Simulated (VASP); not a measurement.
# Hf (P6_3/mmc) in VASP: notebook, part 3 of 3

VASP 6.6.1. Earlier steps stand in the parts before.

## 5. Single point, PBEsol (strain -0.0375 x Voigt [0, 0, 1, 0, 0, 0])

Input file INCAR:

```
PREC = Accurate ; ENCUT = 520
EDIFF = 1E-6 ; ISMEAR = 0
SIGMA = 0.15 ; LREAL = F
LASPH = T ; NELM = 80
ALGO = Fast ; ISIF = 2
LWAVE = F ; LCHARG = F
GGA = PS ; NBANDS = 17
```

Input file KPOINTS:

```
regular mesh
0
Gamma
  18 18 10
```

Input file POSCAR:

```
Hf
1.0
    3.1966985242      0.0000000000      0.0000000000
   -1.5983492621      2.7684221302      0.0000000000
    0.0000000000      0.0000000000      4.8681325000
Hf
2
Direct
    0.3333333333      0.6666666667      0.2500000000
    0.6666666667      0.3333333333      0.7500000000
```

Potentials or basis: VASP PAW PBE potentials, release 64 (Hf_pv).

The run is started by

```
$ cat potpaw_PBE.64/Hf_pv/POTCAR > POTCAR
$ mpirun -np 1 vasp_std > vasp.out
```

OUTCAR:

```text
PREC = Accurate
   ENCUT = 520
   EDIFF = 1E-6
   ISMEAR = 0
   LREAL = F
   LASPH = T
   NELM = 80
   ISIF = 2
   GGA = PS

 ion  position               nearest neighbor table
   1  0.333  0.667  0.250-   2 3.05   2 3.05   2 3.05   2 3.05   2 3.05   2 3.05
   2  0.667  0.333  0.750-   1 3.05   1 3.05   1 3.05   1 3.05   1 3.05   1 3.05

  LATTYP: Found a hexagonal cell.
 ALAT       =     3.1966985242
 C/A-ratio  =     1.5228625606

  Lattice vectors:

 A1 = (   3.1966985242,   0.0000000000,   0.0000000000)
 A2 = (  -1.5983492621,   2.7684221302,   0.0000000000)
 A3 = (   0.0000000000,   0.0000000000,   4.8681325000)

Analysis of symmetry for initial positions (statically):
=====================================================================
 Subroutine PRICEL returns:
 Original cell was already a primitive cell.

 Routine SETGRP: Setting up the symmetry group for a
 hexagonal supercell.

 Subroutine GETGRP returns: Found 24 space group operations
 (whereof 12 operations were pure point group operations)
 out of a pool of 24 trial point group operations.

The static configuration has the point symmetry D_3d.
 The point group associated with its full space group is D_6h.

Analysis of symmetry for dynamics (positions and initial velocities):
=====================================================================
 Subroutine PRICEL returns:
 Original cell was already a primitive cell.

 Routine SETGRP: Setting up the symmetry group for a
 hexagonal supercell.

 Subroutine GETGRP returns: Found 24 space group operations
 (whereof 12 operations were pure point group operations)
 out of a pool of 24 trial point group operations.

The dynamic configuration has the point symmetry D_3d.
 The point group associated with its full space group is D_6h.

 Subroutine INISYM returns: Found 24 space group operations
 (whereof 12 operations are pure point group operations),
 and found     1 'primitive' translations

----------------------------------------------------------------------------------------

                                     Primitive cell

  volume of cell :      43.0821

  direct lattice vectors                    reciprocal lattice vectors
     3.196698524  0.000000000  0.000000000     0.312822743  0.180608295  0.000000000
    -1.598349262  2.768422130  0.000000000     0.000000000  0.361216589  0.000000000
     0.000000000  0.000000000  4.868132500     0.000000000  0.000000000  0.205417581

  length of vectors
     3.196698524  3.196698524  4.868132500     0.361216589  0.361216589  0.205417581

  position of ions in fractional coordinates (direct lattice)
     0.333333333  0.666666667  0.250000000
     0.666666667  0.333333333  0.750000000

  ion indices of the primitive-cell ions
   primitive index   ion index
                 1           1
                 2           2

----------------------------------------------------------------------------------------

 KPOINTS: regular mesh

Automatic generation of k-mesh.
 Grid dimensions read from file:
 generate k-points for:   18   18   10

 Generating k-lattice:

  Cartesian coordinates                     Fractional coordinates (reciprocal lattice)
     0.017379041  0.010033794  0.000000000     0.055555556  0.000000000  0.000000000
     0.000000000  0.020067588  0.000000000     0.000000000  0.055555556  0.000000000
     0.000000000  0.000000000  0.020541758     0.000000000  0.000000000  0.100000000

  Length of vectors
     0.020067588  0.020067588  0.020541758

  Shift w.r.t. Gamma in fractional coordinates (k-lattice)
     0.000000000  0.000000000  0.000000000

 Subroutine IBZKPT returns following result:
 ===========================================

 Found    222 irreducible k-points:

 Following reciprocal coordinates:
            Coordinates               Weight
  0.000000  0.000000  0.000000      1.000000
  0.055556 -0.000000  0.000000      6.000000
  0.111111 -0.000000  0.000000      6.000000
  0.166667 -0.000000  0.000000      6.000000
  0.222222 -0.000000  0.000000      6.000000
  0.277778 -0.000000  0.000000      6.000000
[... 16 lines left out ...]
  0.333333  0.111111  0.000000     12.000000
  0.388889  0.111111  0.000000     12.000000
 [... further k-points ...]
   k-points           NKPTS =    222   k-points in BZ     NKDIM =    222   number of bands    NBANDS=     17
   number of dos      NEDOS =    301   number of ions     NIONS =      2
   total plane-waves  NPLWV =  20736
   dimension x,y,z NGX =    24 NGY =   24 NGZ =   36
   dimension x,y,z NGXF=    48 NGYF=   48 NGZF=   72
   ions per type =               2
   NGX,Y,Z   is equivalent  to a cutoff of  12.48, 12.48, 12.29 a.u.
   NGXF,Y,Z  is equivalent  to a cutoff of  24.96, 24.96, 24.59 a.u.
 SYSTEM =  unknown system
   PREC   = accura    normal or accurate (medium, high low for compatibility)
   ISTART =      0    job   : 0-new  1-cont  2-samecut
   ICHARG =      2    charge: 1-file 2-atom 10-const
   ISPIN  =      1    spin polarized calculation?
   LNONCOLLINEAR =      F non collinear calculations
   LSORBIT =      F    spin-orbit coupling
   LASPH  =      T    aspherical Exc in radial PAW
   ENCUT  =  520.0 eV  38.22 Ry    6.18 a.u.   5.94  5.94  9.05*2*pi/ulx,y,z
   NELM   =     80;   NELMIN=  2; NELMDL= -5     # of ELM steps
   EDIFF  = 0.1E-05   stopping-criterion for ELM
   LREAL  =      F    real-space projection
   EDIFFG = 0.1E-04   stopping-criterion for IOM
   NSW    =      0    number of steps for IOM
   IBRION =     -1    ionic relax: 0-MD 1-quasi-New 2-CG
   NFREE  =      0    steps in history (QN), initial steepest desc. (CG)
   ISIF   =      2    stress and relaxation
   ISYM   =      2    0-nonsym 1-usesym 2-fastsym
   POTIM  = 0.5000    time-step for ionic-motion
   TEBEG  =    0.0;   TEEND  =   0.0 temperature during run
   PSTRESS=    0.0 pullay stress
   NELECT =      20.0000    total number of electrons
   NUPDOWN=      -1.0000    fix difference up-down
   EMIN   =  10.00;   EMAX   =-10.00  energy-range for DOS
   EFERMI =   0.00;   METHOD = LEGACY
   ISMEAR =     0;   SIGMA  =   0.15  broadening in eV -4-tet -1-fermi 0-gaus
   EFERMI_NEDOS =   21; number of points for ismear=-14 and -15
   IALGO  =     68    algorithm
   IMIX   =      4    mixing-type and parameters
     AMIX     =   0.40;   BMIX     =  1.00
     AMIX_MAG =   1.60;   BMIX_MAG =  1.00
  volume/ion in A,a.u.               =      21.54       145.37
  Fermi-wavevector in a.u.,A,eV,Ry     =   1.267611  2.395438 21.862357  1.606838
  Thomas-Fermi vector in A             =   2.400750
   LORBIT       =      0    0 simple, 1 ext, 2 COOP (PROOUT), +10 PAW based schemes
   GGA     = PS    functional components
   LHFCALC =     F    Hartree Fock is set to
   AEXX    =    0.0000 exact exchange contribution
   IVDW    =     0    specifies the selected vdW correction
   LEPSILON=     F    determine dielectric tensor
   LRPA    =     F    only Hartree local field effects (RPA)
 non-spin polarized calculation
 RMM-DIIS sequential band-by-band and
 Gauss-broadening in eV      SIGMA  =   0.15
  energy-cutoff  :      520.00
  volume of cell :       43.08
 maximum number of plane-waves:      1182
 NGX is ok and might be reduce to    24
   NGX = 11   NGY = 11   NGZ = 19

 number of electron      20.0000006 magnetization

 Free energy of the ion-electron system (eV)
  ---------------------------------------------------
  ext. energy  EPLUGINS =         0.00000000
  ---------------------------------------------------
  free energy    TOTEN  =       -20.99798231 eV

  energy without entropy =      -20.98143611  energy(sigma->0) =      -20.98970921

 E-fermi :   5.0416     XC(G=0): -11.5640

 val. band max:        5.0310407536   @ k =   0.3333   0.2222   0.3000
 cond. band min:       5.0452557297   @ k =   0.1111   0.0556   0.4000
 fundamental gap:      0.0142149761
 Fermi energy:         5.0416471097

 k-point     1 :       0.0000    0.0000    0.0000
  band No.  band energies     occupation
      1     -26.0405      2.00000
      2     -25.1918      2.00000
      3     -25.1918      2.00000
      4     -25.0157      2.00000
      5     -25.0157      2.00000
      6     -24.9743      2.00000
[... 9 lines left out ...]
     16       7.4067      0.00000
     17      10.4907      0.00000
[... 441 lines left out ...]
 k-point    24 :       0.3889    0.1111    0.0000
  band No.  band energies     occupation
      1     -25.7367      2.00000
      2     -25.6126      2.00000
      3     -25.5518      2.00000
      4     -25.4062      2.00000
      5     -25.2635      2.00000
      6     -25.1358      2.00000
[... 9 lines left out ...]
     16      11.7560      0.00000
     17      11.8587      0.00000

 [... further k-points ...]
[... 5 lines left out ...]
  --------------------------------------------------------------------------------------
  -------------------------------------------------------------------------------------
  Total       -0.3885004     -0.3885004      0.9497200     -0.0000000      0.0000000      0.0000000
  in kB      -14.4479321    -14.4479321     35.3191133     -0.0000000      0.0000000      0.0000000
  external PRESSURE =       2.1410830 kB  Pullay stress =       0.0000000 kB

 VOLUME and BASIS-vectors are now :
 -----------------------------------------------------------------------------
  energy-cutoff  :      520.00
  volume of cell :       43.08
      direct lattice vectors                 reciprocal lattice vectors
     3.196698524  0.000000000  0.000000000     0.312822743  0.180608295  0.000000000
    -1.598349262  2.768422130  0.000000000     0.000000000  0.361216589  0.000000000
     0.000000000  0.000000000  4.868132500     0.000000000  0.000000000  0.205417581

 POSITION                                       TOTAL-FORCE (eV/Angst)
 -----------------------------------------------------------------------------------
     -0.00000      1.84561      1.21703        -0.000000      0.000000      0.000000
      1.59835      0.92281      3.65110         0.000000     -0.000000      0.000000
 -----------------------------------------------------------------------------------
    total drift:                               -0.000000      0.000000     -0.000000

  FREE ENERGIE OF THE ION-ELECTRON SYSTEM (eV)
  ---------------------------------------------------
  free  energy   TOTEN  =       -20.9979823142 eV

  energy  without entropy=      -20.9814361080  energy(sigma->0) =      -20.98970921
```

OSZICAR:

```text
N       E                     dE             d eps       ncg     rms          rms(c)
DAV:   1     0.491541701862E+02    0.49154E+02   -0.11426E+04  7580   0.112E+03
DAV:   2    -0.199371293498E+02   -0.69091E+02   -0.67330E+02  9812   0.249E+02
DAV:   3    -0.217396534733E+02   -0.18025E+01   -0.17871E+01  9698   0.269E+01
DAV:   4    -0.217536040258E+02   -0.13951E-01   -0.13943E-01  9467   0.284E+00
DAV:   5    -0.217537402688E+02   -0.13624E-03   -0.13622E-03  9837   0.246E-01    0.672E+01
RMM:   6    -0.211988949329E+02    0.55485E+00   -0.43683E-01  7569   0.389E+00    0.402E+01
RMM:   7    -0.210059678509E+02    0.19293E+00   -0.98811E-01  8610   0.586E+00    0.199E+00
RMM:   8    -0.209968054219E+02    0.91624E-02   -0.85300E-02  8244   0.202E+00    0.255E-01
RMM:   9    -0.209978844412E+02   -0.10790E-02   -0.12318E-02 10585   0.697E-01    0.409E-01
RMM:  10    -0.209980780239E+02   -0.19358E-03   -0.16902E-03 10702   0.259E-01    0.644E-01
RMM:  11    -0.209981194686E+02   -0.41445E-04   -0.24864E-04 10715   0.108E-01    0.685E-01
RMM:  12    -0.209980072529E+02    0.11222E-03   -0.10411E-04  8559   0.645E-02    0.321E-01
RMM:  13    -0.209979923475E+02    0.14905E-04   -0.25413E-05  8880   0.321E-02    0.221E-01
RMM:  14    -0.209979863067E+02    0.60408E-05   -0.82048E-06  9149   0.196E-02    0.121E-01
RMM:  15    -0.209979820437E+02    0.42630E-05   -0.16523E-05  8570   0.263E-02    0.144E-02
RMM:  16    -0.209979823142E+02   -0.27048E-06   -0.22671E-06  6578   0.115E-02
   1 F= -.20997982E+02 E0= -.20989709E+02  d E =-.165462E-01
```

Run time: 2.6 min. Hardware: 1 thread of Intel Xeon 6975P-C, shared host; peak memory 0.26 GiB.

What came out:

* Free energy: -20.9980 eV
* Pressure: 0.2 GPa
* Band gap on the k mesh: zero (band 10 reaches 6.10 eV, above the bottom of band 11 at 4.63 eV)

Stress tensor (GPa, compression positive):
```
-1.44  0.00  0.00
 0.00 -1.44  0.00
 0.00  0.00  3.53
```

Levels at points of the mesh, in eV from the Fermi level:
```tsv
k point	band 6	band 7	band 8	band 9	band 10	band 11	band 12	band 13	band 14	band 15
(0.00, 0.00, 0.00)	-30.02	-7.53	-3.78	1.06	1.06	1.13	1.83	2.03	2.03	2.37
(0.50, 0.00, 0.00)	-30.13	-3.48	-2.92	-2.30	-0.89	0.48	1.13	1.95	5.83	6.48
(0.00, 0.00, 0.50)	-30.15	-5.36	-5.36	0.31	0.31	0.86	0.86	0.86	0.86	4.99
(0.50, 0.00, 0.50)	-30.25	-3.55	-3.55	-0.96	-0.96	1.28	1.28	2.52	2.52	6.20
```

Caveat: the cell differs from its parent crystal (strain -0.0375 x Voigt [0, 0, 1, 0, 0, 0]); the PAW data sets were made with another functional, which shifts forces and pressure a little; spin-orbit coupling is left out, which moves the levels of the heavy elements.

## 6. The runs side by side

| cell | further INCAR settings | gap on the mesh (eV) | pressure (GPa) |
| --- | --- | --- | --- |
| a = 3.197, b = 3.197, c = 4.299 Å, angles 90.0, 90.0, 120.0°, 2 atoms | ALGO = Fast; EDIFF = 1e-06; NBANDS = 17 | none | 19.3 |
| a = 3.197, b = 3.197, c = 4.489 Å, angles 90.0, 90.0, 120.0°, 2 atoms | ALGO = Fast; EDIFF = 1e-06; NBANDS = 17 | none | 11.8 |
| a = 3.197, b = 3.197, c = 4.678 Å, angles 90.0, 90.0, 120.0°, 2 atoms | ALGO = Fast; EDIFF = 1e-07; NBANDS = 17 | none | 5.5 |
| a = 3.197, b = 3.197, c = 4.868 Å, angles 90.0, 90.0, 120.0°, 2 atoms | ALGO = Fast; EDIFF = 1e-06; NBANDS = 17 | none | 0.2 |

Alike in all rows: task single point; level PBEsol; potentials or basis VASP PAW PBE potentials, release 64 (Hf_pv); no spin polarisation; k mesh 18 × 18 × 10; cutoff (eV) 520; smearing gaussian 0.15 eV.

Caveats: the PAW data sets were made with another functional, which shifts forces and pressure a little; spin-orbit coupling is left out, which moves the levels of the heavy elements.

Total energies depend on the potentials used, so only differences within one code and one set of settings carry meaning.
